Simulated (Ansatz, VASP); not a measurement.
# One calculation of CoO, two programs

```
CELL_PARAMETERS angstrom
-1.50800 1.50800 2.10725
1.50800 -1.50800 2.10725
1.50800 1.50800 -2.10725
ATOMIC_POSITIONS crystal
Co 0.00000 0.00000 0.00000
O 0.50000 0.50000 0.00000
```

Alike in both runs: task single point; functional PBEsol; k mesh 9 × 9 × 9; occupations gaussian, width 0.05 eV; collinear spin; Hubbard terms Co d U = 4.0 eV, J = 0.5 eV.

|  | VASP | Ansatz |
| --- | --- | --- |
| version | VASP 6.6.1 | Ansatz 0.2.0 |
| potentials or method | VASP PAW PBE potentials, release 64 (Co, O), cutoff 520 eV | scalar-relativistic, plane waves, PAW |
| valence electrons in the cell | 15 | 23 |

VASP gave:

```
gap on the k mesh at the Fermi level (eV)                     : none
pressure (GPa)                                                : -8.8
traceless stress, the component that is largest in VASP (GPa) : -6.30
net moment per atom (μB)                                      : 1.50
size of the moment on the site where the two differ most (μB) : 2.75
```

Task: What did Ansatz give for the same quantities?

Result: gap on the k mesh at the Fermi level (eV): none; pressure (GPa): -14.9; traceless stress, the component that is largest in VASP (GPa): 0.62; net moment per atom (μB): 0.71; size of the moment on the site where the two differ most (μB): 1.49.

The net moments are unlike, so the other rows may belong to different states. VASP's potentials were made for PBE, not for PBEsol. Site moments also hang on the region over which each program counts them. The programs project onto different local orbitals, so the same U acts differently, and such runs can settle in different states. A gap of «none» marks a metal or a gap that the smearing closes. VASP's potentials hold 15 valence electrons a cell and Ansatz's 23, so a difference there can come from the potentials and not from the codes. Ansatz's warnings: filled band counts differ across k points, negative dielectric reading, stress scf threshold loose.
